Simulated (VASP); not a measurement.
# Ge (Fd-3m) in VASP: further runs

Runs on Ge. Level: PBE. Tasks: single point.

Everything below comes from runs of VASP 6.6.1. Logs are shortened: lines on timing, memory, paths and dates and some standing lists are left out, and cuts for length are marked.

### Step 1. The cell of the first run

Symmetry: Fd-3m, No. 227, cubic system. The conventional cell has a = 5.542 Å, b = 5.542 Å, c = 5.542 Å, α = 90.00°, β = 90.00°, γ = 90.00°. Ge (site symmetry -43m) has 4 Ge at 2.40 Å within 3.2 Å.

### Step 2. Single point, PBE

INCAR

```
PREC     = Accurate       # precision mode
ENCUT    = 500            # plane-wave cutoff, eV
EDIFF    = 1E-6           # SCF threshold, eV
ISMEAR   = 0              # smearing method
SIGMA    = 0.01           # smearing width, eV
LREAL    = F              # projectors in reciprocal space
LASPH    = T              # aspherical terms in the spheres
NELM     = 120            # most SCF steps
ALGO     = Normal         # electronic algorithm
ISIF     = 2              # what is computed and relaxed
LWAVE    = F              # write WAVECAR
LCHARG   = F              # write CHGCAR
GGA      = PE             # functional
NBANDS   = 21             # bands
GGA_COMPAT= F
```

KPOINTS

```
Automatic mesh
0
Gamma
  6 6 6
```

POSCAR

```
Ge
1.0
    0.0000000000      2.7711609388      2.7711609388
    2.7711609388      0.0000000000      2.7711609388
    2.7711609388      2.7711609388      0.0000000000
Ge
2
Direct
    0.0000000000      0.0000000000      0.0000000000
    0.2500000000      0.2500000000      0.2500000000
```

Potentials or basis: VASP PAW PBE potentials, release 64 (Ge_d).

Command:

```console
cat potpaw_PBE.64/Ge_d/POTCAR > POTCAR
mpirun -np 1 vasp_std > vasp.out
```

OUTCAR:

```text
PREC = Accurate
   ENCUT = 500
   EDIFF = 1E-6
   ISMEAR = 0
   LREAL = F
   LASPH = T
   NELM = 120
   ISIF = 2
   GGA = PE

 ion  position               nearest neighbor table
   1  0.000  0.000  0.000-   2 2.40   2 2.40   2 2.40   2 2.40
   2  0.250  0.250  0.250-   1 2.40   1 2.40   1 2.40   1 2.40

  LATTYP: Found a face centered cubic cell.
 ALAT       =     5.5423218776

  Lattice vectors:

 A1 = (   0.0000000000,   2.7711609388,   2.7711609388)
 A2 = (   2.7711609388,   0.0000000000,   2.7711609388)
 A3 = (   2.7711609388,   2.7711609388,   0.0000000000)

Analysis of symmetry for initial positions (statically):
=====================================================================
 Subroutine PRICEL returns:
 Original cell was already a primitive cell.

 Routine SETGRP: Setting up the symmetry group for a
 face centered cubic supercell.

 Subroutine GETGRP returns: Found 48 space group operations
 (whereof 24 operations were pure point group operations)
 out of a pool of 48 trial point group operations.

The static configuration has the point symmetry T_d .
 The point group associated with its full space group is O_h .

Analysis of symmetry for dynamics (positions and initial velocities):
=====================================================================
 Subroutine PRICEL returns:
 Original cell was already a primitive cell.

 Routine SETGRP: Setting up the symmetry group for a
 face centered cubic supercell.

 Subroutine GETGRP returns: Found 48 space group operations
 (whereof 24 operations were pure point group operations)
 out of a pool of 48 trial point group operations.

The dynamic configuration has the point symmetry T_d .
 The point group associated with its full space group is O_h .

 Subroutine INISYM returns: Found 48 space group operations
 (whereof 24 operations are pure point group operations),
 and found     1 'primitive' translations

----------------------------------------------------------------------------------------

                                     Primitive cell

  volume of cell :      42.5613

  direct lattice vectors                    reciprocal lattice vectors
     0.000000000  2.771160939  2.771160939    -0.180429795  0.180429795  0.180429795
     2.771160939  0.000000000  2.771160939     0.180429795 -0.180429795  0.180429795
     2.771160939  2.771160939  0.000000000     0.180429795  0.180429795 -0.180429795

  length of vectors
     3.919013383  3.919013383  3.919013383     0.312513572  0.312513572  0.312513572

  position of ions in fractional coordinates (direct lattice)
     0.000000000  0.000000000  0.000000000
     0.250000000  0.250000000  0.250000000

  ion indices of the primitive-cell ions
   primitive index   ion index
                 1           1
                 2           2

----------------------------------------------------------------------------------------

 KPOINTS: Automatic mesh

Automatic generation of k-mesh.
 Grid dimensions read from file:
 generate k-points for:    6    6    6

 Generating k-lattice:

  Cartesian coordinates                     Fractional coordinates (reciprocal lattice)
    -0.030071632  0.030071632  0.030071632     0.166666667  0.000000000  0.000000000
     0.030071632 -0.030071632  0.030071632     0.000000000  0.166666667  0.000000000
     0.030071632  0.030071632 -0.030071632     0.000000000  0.000000000  0.166666667

  Length of vectors
     0.052085595  0.052085595  0.052085595

  Shift w.r.t. Gamma in fractional coordinates (k-lattice)
     0.000000000  0.000000000  0.000000000

 Subroutine IBZKPT returns following result:
 ===========================================

 Found     16 irreducible k-points:

 Following reciprocal coordinates:
            Coordinates               Weight
  0.000000  0.000000  0.000000      1.000000
  0.166667  0.000000  0.000000      8.000000
  0.333333  0.000000  0.000000      8.000000
  0.500000  0.000000  0.000000      4.000000
  0.166667  0.166667  0.000000      6.000000
  0.333333  0.166667  0.000000     24.000000
[... 8 lines left out ...]
 -0.333333  0.333333  0.166667     24.000000
 -0.333333  0.500000  0.166667     12.000000
   k-points           NKPTS =     16   k-points in BZ     NKDIM =     16   number of bands    NBANDS=     21
   number of dos      NEDOS =    301   number of ions     NIONS =      2
   total plane-waves  NPLWV =  27000
   dimension x,y,z NGX =    30 NGY =   30 NGZ =   30
   dimension x,y,z NGXF=    60 NGYF=   60 NGZF=   60
   ions per type =               2
   NGX,Y,Z   is equivalent  to a cutoff of  12.73, 12.73, 12.73 a.u.
   NGXF,Y,Z  is equivalent  to a cutoff of  25.45, 25.45, 25.45 a.u.
 SYSTEM =  unknown system
   PREC   = accura    normal or accurate (medium, high low for compatibility)
   ISTART =      0    job   : 0-new  1-cont  2-samecut
   ICHARG =      2    charge: 1-file 2-atom 10-const
   ISPIN  =      1    spin polarized calculation?
   LNONCOLLINEAR =      F non collinear calculations
   LSORBIT =      F    spin-orbit coupling
   LASPH  =      T    aspherical Exc in radial PAW
   ENCUT  =  500.0 eV  36.75 Ry    6.06 a.u.   7.15  7.15  7.15*2*pi/ulx,y,z
   NELM   =    120;   NELMIN=  2; NELMDL= -5     # of ELM steps
   EDIFF  = 0.1E-05   stopping-criterion for ELM
   LREAL  =      F    real-space projection
   EDIFFG = 0.1E-04   stopping-criterion for IOM
   NSW    =      0    number of steps for IOM
   IBRION =     -1    ionic relax: 0-MD 1-quasi-New 2-CG
   NFREE  =      0    steps in history (QN), initial steepest desc. (CG)
   ISIF   =      2    stress and relaxation
   ISYM   =      2    0-nonsym 1-usesym 2-fastsym
   POTIM  = 0.5000    time-step for ionic-motion
   TEBEG  =    0.0;   TEEND  =   0.0 temperature during run
   PSTRESS=    0.0 pullay stress
   NELECT =      28.0000    total number of electrons
   NUPDOWN=      -1.0000    fix difference up-down
   EMIN   =  10.00;   EMAX   =-10.00  energy-range for DOS
   EFERMI =   0.00;   METHOD = LEGACY
   ISMEAR =     0;   SIGMA  =   0.01  broadening in eV -4-tet -1-fermi 0-gaus
   EFERMI_NEDOS =   21; number of points for ismear=-14 and -15
   IALGO  =     38    algorithm
   IMIX   =      4    mixing-type and parameters
     AMIX     =   0.40;   BMIX     =  1.00
     AMIX_MAG =   1.60;   BMIX_MAG =  1.00
  volume/ion in A,a.u.               =      21.28       143.61
  Fermi-wavevector in a.u.,A,eV,Ry     =   1.423822  2.690634 27.582678  2.027270
  Thomas-Fermi vector in A             =   2.544379
   LORBIT       =      0    0 simple, 1 ext, 2 COOP (PROOUT), +10 PAW based schemes
   GGA     = PE    functional components
   LHFCALC =     F    Hartree Fock is set to
   AEXX    =    0.0000 exact exchange contribution
   IVDW    =     0    specifies the selected vdW correction
   LEPSILON=     F    determine dielectric tensor
   LRPA    =     F    only Hartree local field effects (RPA)
 non-spin polarized calculation
 Gauss-broadening in eV      SIGMA  =   0.01
  energy-cutoff  :      500.00
  volume of cell :       42.56
 maximum number of plane-waves:      1106
 NGX is ok and might be reduce to    30
   NGX = 15   NGY = 15   NGZ = 15

 number of electron      27.9999991 magnetization

 Free energy of the ion-electron system (eV)
  ---------------------------------------------------
  ext. energy  EPLUGINS =         0.00000000
  ---------------------------------------------------
  free energy    TOTEN  =        -8.86180777 eV

  energy without entropy =       -8.86180777  energy(sigma->0) =       -8.86180777

 E-fermi :   5.6926     XC(G=0): -10.2151

 val. band max:        5.6261498574   @ k =   0.0000   0.0000   0.0000
 cond. band min:       6.0064005325   @ k =   0.5000   0.0000   0.0000
 fundamental gap:      0.3802506751
 Fermi energy:         5.6925870195

 k-point     1 :       0.0000    0.0000    0.0000
  band No.  band energies     occupation
      1     -19.2874      2.00000
      2     -19.2874      2.00000
      3     -19.2874      2.00000
      4     -19.2465      2.00000
      5     -19.2465      2.00000
      6     -19.0000      2.00000
[... 13 lines left out ...]
     20      15.2704      0.00000
     21      15.2704      0.00000

 k-point     2 :       0.1667    0.0000    0.0000
  band No.  band energies     occupation
      1     -19.3016      2.00000
      2     -19.3016      2.00000
      3     -19.2826      2.00000
      4     -19.2256      2.00000
      5     -19.2256      2.00000
      6     -19.0182      2.00000
[... 13 lines left out ...]
     20      14.0573      0.00000
     21      14.0573      0.00000

 k-point     3 :       0.3333    0.0000    0.0000
  band No.  band energies     occupation
      1     -19.3133      2.00000
      2     -19.3133      2.00000
      3     -19.2726      2.00000
      4     -19.2033      2.00000
      5     -19.2033      2.00000
      6     -19.0338      2.00000
[... 13 lines left out ...]
     20      14.7552      0.00000
     21      14.7552      0.00000

 k-point     4 :       0.5000    0.0000    0.0000
  band No.  band energies     occupation
      1     -19.3157      2.00000
      2     -19.3157      2.00000
      3     -19.2676      2.00000
      4     -19.1973      2.00000
      5     -19.1973      2.00000
      6     -19.0370      2.00000
[... 13 lines left out ...]
     20      17.1766      0.00000
     21      17.1766      0.00000

 k-point     5 :       0.1667    0.1667    0.0000
  band No.  band energies     occupation
      1     -19.2991      2.00000
      2     -19.2984      2.00000
      3     -19.2984      2.00000
      4     -19.2277      2.00000
      5     -19.2017      2.00000
      6     -19.0590      2.00000
[... 13 lines left out ...]
     20      14.2811      0.00000
     21      15.7587      0.00000
[... 190 lines left out ...]
     20      17.8798      0.00000
     21      18.8187      0.00000

 k-point    14 :       0.5000    0.3333    0.1667
  band No.  band energies     occupation
      1     -19.3333      2.00000
      2     -19.3301      2.00000
      3     -19.2428      2.00000
      4     -19.1791      2.00000
      5     -19.1382      2.00000
      6     -19.1208      2.00000
[... 13 lines left out ...]
     20      15.9176      0.00000
     21      18.4992      0.00000

 k-point    15 :      -0.3333    0.3333    0.1667
  band No.  band energies     occupation
      1     -19.3453      2.00000
      2     -19.3331      2.00000
      3     -19.2172      2.00000
      4     -19.1580      2.00000
      5     -19.1308      2.00000
      6     -19.1223      2.00000
[... 13 lines left out ...]
     20      17.8285      0.00000
     21      18.0070      0.00000

 k-point    16 :      -0.3333    0.5000    0.1667
  band No.  band energies     occupation
      1     -19.3397      2.00000
      2     -19.3397      2.00000
      3     -19.1938      2.00000
      4     -19.1938      2.00000
      5     -19.1145      2.00000
      6     -19.1145      2.00000
[... 13 lines left out ...]
     20      17.1651      0.00000
     21      19.0214      0.00000

------------------------ aborting loop because EDIFF is reached ----------------------------------------

  FORCE on cell =-STRESS in cart. coord.  units (eV):
  Direction    XX          YY          ZZ          XY          YZ          ZX
  --------------------------------------------------------------------------------------
  -------------------------------------------------------------------------------------
  Total        2.3438352      2.3438352      2.3438352      0.0000000      0.0000000     -0.0000000
  in kB       88.2312442     88.2312442     88.2312442      0.0000000      0.0000000     -0.0000000
  external PRESSURE =      88.2312442 kB  Pullay stress =       0.0000000 kB

 VOLUME and BASIS-vectors are now :
 -----------------------------------------------------------------------------
  energy-cutoff  :      500.00
  volume of cell :       42.56
      direct lattice vectors                 reciprocal lattice vectors
     0.000000000  2.771160939  2.771160939    -0.180429795  0.180429795  0.180429795
     2.771160939  0.000000000  2.771160939     0.180429795 -0.180429795  0.180429795
     2.771160939  2.771160939  0.000000000     0.180429795  0.180429795 -0.180429795

 POSITION                                       TOTAL-FORCE (eV/Angst)
 -----------------------------------------------------------------------------------
      0.00000      0.00000      0.00000        -0.000000     -0.000000     -0.000000
      1.38558      1.38558      1.38558         0.000000      0.000000      0.000000
 -----------------------------------------------------------------------------------
    total drift:                                0.000000     -0.000000      0.000000

  FREE ENERGIE OF THE ION-ELECTRON SYSTEM (eV)
  ---------------------------------------------------
  free  energy   TOTEN  =        -8.8618077743 eV

  energy  without entropy=       -8.8618077743  energy(sigma->0) =       -8.86180777
```

Wall time 15 s (1 thread of Intel Xeon 6975P-C (Granite Rapids), shared host); peak memory 0.16 GiB.

Results:

```yaml
Free_energy: -8.8618 eV
Pressure: 8.8 GPa
Band_gap_on_the_k_mesh: 0.38 eV, indirect (least direct gap 0.61 eV)
```

Levels at points of the mesh, in eV from the valence-band top:
| k point | band 12 | band 13 | band 14 | band 15 | band 16 | band 17 |
| --- | --- | --- | --- | --- | --- | --- |
| (0.00, 0.00, 0.00) | 0.00 | 0.00 | 0.00 | 0.62 | 2.57 | 2.57 |
| (0.50, 0.00, 0.00) | -7.90 | -1.51 | -1.51 | 0.38 | 3.77 | 3.77 |
| (0.50, 0.50, 0.00) | -9.13 | -3.30 | -3.30 | 0.67 | 0.67 | 10.04 |

A k mesh can miss the band edges.

### Step 3. Single point, PBE

This run uses another cell than the first one, of 21.73 Å³/atom, 1.021 times its volume.

INCAR

```
SYSTEM = Ge
PREC = Accurate ; ENCUT = 500
EDIFF = 1E-6 ; ISMEAR = 0
SIGMA = 0.01 ; LREAL = .False.
LASPH = .True. ; NELM = 120
ALGO = Normal ; ISIF = 2
LWAVE = .False. ; LCHARG = .False.
GGA = PE ; NBANDS = 21
GGA_COMPAT = .False.
```

KPOINTS

```
Automatic mesh
0
Gamma
  6 6 6
  0 0 0
```

POSCAR

```
Ge
1.0
    0.0000000000      2.7906767997      2.7906767997
    2.7906767997      0.0000000000      2.7906767997
    2.7906767997      2.7906767997      0.0000000000
Ge
2
Direct
    0.0000000000      0.0000000000      0.0000000000
    0.2500000000      0.2500000000      0.2500000000
```

Potentials or basis: VASP PAW PBE potentials, release 64 (Ge_d).

Command:

```console
cat potpaw_PBE.64/Ge_d/POTCAR > POTCAR
mpirun -np 1 vasp_std > vasp.out
```

Run time: 13 s. Hardware: 1 thread of Intel Xeon 6975P-C (Granite Rapids), shared host; peak memory 0.16 GiB.

The run converged. Its results:

```
Free energy            : -8.9064 eV
Pressure               : 6.8 GPa
Band gap on the k mesh : 0.31 eV, indirect (least direct gap 0.41 eV)
```

Levels at points of the mesh, in eV from the valence-band top:
```csv
k point,band 11,band 12,band 13,band 14,band 15,band 16,band 17,band 18
"(0.00, 0.00, 0.00)",-13.09,0.00,0.00,0.00,0.41,2.57,2.57,2.57
"(0.50, 0.00, 0.00)",-10.90,-7.80,-1.47,-1.47,0.31,3.76,3.76,7.15
"(0.50, 0.50, 0.00)",-9.05,-9.05,-3.22,-3.22,0.70,0.70,9.86,9.86
```

A k mesh can miss the band edges.
